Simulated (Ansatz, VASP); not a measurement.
# One calculation of SrO, two programs

The input INCAR:

```
PREC = Accurate
ENCUT = 600
EDIFF = 1E-6
ISMEAR = -4
SIGMA = 0.1
LREAL = False
LASPH = True
NELM = 120
ALGO = Normal
ISIF = 2
LWAVE = False
LCHARG = False
GGA = PE
NBANDS = 15
GGA_COMPAT = False
```

Contents of KPOINTS:

```
regular mesh
0
Gamma
  8 8 8
```

Contents of POSCAR:

```
SrO
1.0
    0.0000000000      2.5697984671      2.5697984671
    2.5697984671      0.0000000000      2.5697984671
    2.5697984671      2.5697984671      0.0000000000
Sr O
1 1
Direct
    0.5000000000      0.5000000000      0.5000000000
    0.0000000000      0.0000000000      0.0000000000
```

Input for Ansatz:

```yaml
crystal:
  lattice:
    - [0.0, 2.5697984671, 2.5697984671]
    - [2.5697984671, 0.0, 2.5697984671]
    - [2.5697984671, 2.5697984671, 0.0]
  atoms:
    - { symbol: Sr, position: [0.5, 0.5, 0.5] }
    - { symbol: O, position: [0.0, 0.0, 0.0] }
basis:
  ecutwfc: 420
  ecutrho_ratio: 4
kpoints:
  mp_grid: { grid: [8, 8, 8] }
hamiltonian:
  xc: pbe
scf:
  occupations: { method: tetrahedron_uncorrected }
output:
  forces: true
  stress: true
```

Alike in both runs: task single point; functional PBE; k mesh 8 × 8 × 8; no spin polarisation.

```csv
,VASP,Ansatz
version,VASP 6.6.1,Ansatz 0.2.0
potentials or method,"VASP PAW PBE potentials, release 64 (Sr_sv, O), cutoff 600 eV","scalar-relativistic, plane waves, PAW"
occupations,tetrahedron,tetrahedron-uncorrected
valence electrons in the cell,16,16
```

VASP gave:

* gap on the k mesh at the Fermi level (eV): 3.27
* pressure (GPa): 3.4

Task: Which values does Ansatz return?

Result: gap on the k mesh at the Fermi level (eV): 3.31; pressure (GPa): 2.9.

Ansatz's warnings: band table not solved further.
